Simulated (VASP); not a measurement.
A run of VASP 6.6.1:

The input INCAR:

```
  PREC = Accurate
  ENCUT = 600
  EDIFF = 1E-6
  ISMEAR = -1
  SIGMA = 0.05
  LREAL = F
  LASPH = T
  NELM = 150
  ALGO = Normal
  ISIF = 3
  LWAVE = F
  LCHARG = F
  ISPIN = 2
  MAGMOM = 3 -3
  LORBIT = 11
  LMAXMIX = 4
  IBRION = 2
  NSW = 80
  EDIFFG = -0.01
```

The input KPOINTS:

```
regular mesh
0
Gamma
  11 11 11
```

The input POSCAR:

```
Mn
1.0
    2.8642879297      0.0000000000      0.0000000000
    0.0000000000      2.8642879297      0.0000000000
    0.0000000000      0.0000000000      2.8642879297
Mn
2
Direct
    0.0000000000      0.0000000000      0.0000000000
    0.5000000000      0.5000000000      0.5000000000
```

Potentials or basis: VASP PAW LDA potentials, release 64 (Mn_pv).

Run with:

```console
$ cat potpaw_LDA.64/Mn_pv/POTCAR > POTCAR
$ mpirun -np 1 vasp_std > vasp.out
```

Hardware: 1 thread of Intel Xeon 8259CL, on a shared host.

How long does it take, and how much memory?

Run time: 4.5 min on 1 thread of Intel Xeon 8259CL, on a shared host, peak memory 0.17 GiB. Counts: scf iterations 60, k points 56, ion steps 7.
